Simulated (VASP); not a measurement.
Set up this calculation in VASP 6.6.1, as the native input.

* Task: single point
* Functional: PBE
* Potentials or basis: VASP PAW PBE potentials, release 64 (Mg, Sn_d)
* Cutoff: 600 eV
* k mesh: 11 × 11 × 11
* Occupations: fermi-dirac, width 0.08 eV
* Spin: no spin polarisation
* Dipole correction: no
* Further INCAR settings: ALGO = Normal; EDIFF = 1e-06; NBANDS = 16

The structure of Mg2Sn lies in POSCAR:

```
Mg2Sn
1.0
    0.0000000000      3.3795000000      3.3795000000
    3.3795000000      0.0000000000      3.3795000000
    3.3795000000      3.3795000000      0.0000000000
Mg Sn
2 1
Direct
    0.2500000000      0.2500000000      0.2500000000
    0.7500000000      0.7500000000      0.7500000000
    0.0000000000      0.0000000000      0.0000000000
```

One way to write it, as run:

INCAR

```
SYSTEM = Mg2Sn
PREC = Accurate ; ENCUT = 600
EDIFF = 1E-6 ; ISMEAR = -1
SIGMA = 0.08 ; LREAL = .False.
LASPH = .True. ; NELM = 120
ALGO = Normal ; ISIF = 2
LWAVE = .False. ; LCHARG = .False.
GGA = PE ; NBANDS = 16
GGA_COMPAT = .False.
```

KPOINTS

```
Automatic mesh
0
Gamma
  11 11 11
  0 0 0
```

Potentials or basis: VASP PAW PBE potentials, release 64 (Mg, Sn_d).

Command:

```sh
$ cat potpaw_PBE.64/Mg/POTCAR potpaw_PBE.64/Sn_d/POTCAR > POTCAR
$ mpirun -np 1 vasp_std > vasp.out
```

It gave:

| Quantity | Value |
| --- | --- |
| Pressure | 1.0 GPa |
| Band gap on the k mesh | zero (band 9 reaches 4.28 eV, above the bottom of band 10 at 4.15 eV) |

Caveat: spin-orbit coupling is left out, which moves the levels of the heavy elements.

It took 55 s on 1 thread of Intel(R) Xeon(R) Platinum 8375C CPU @ 2.90GHz (Ice Lake), on a shared host, peak memory 0.29 GiB.
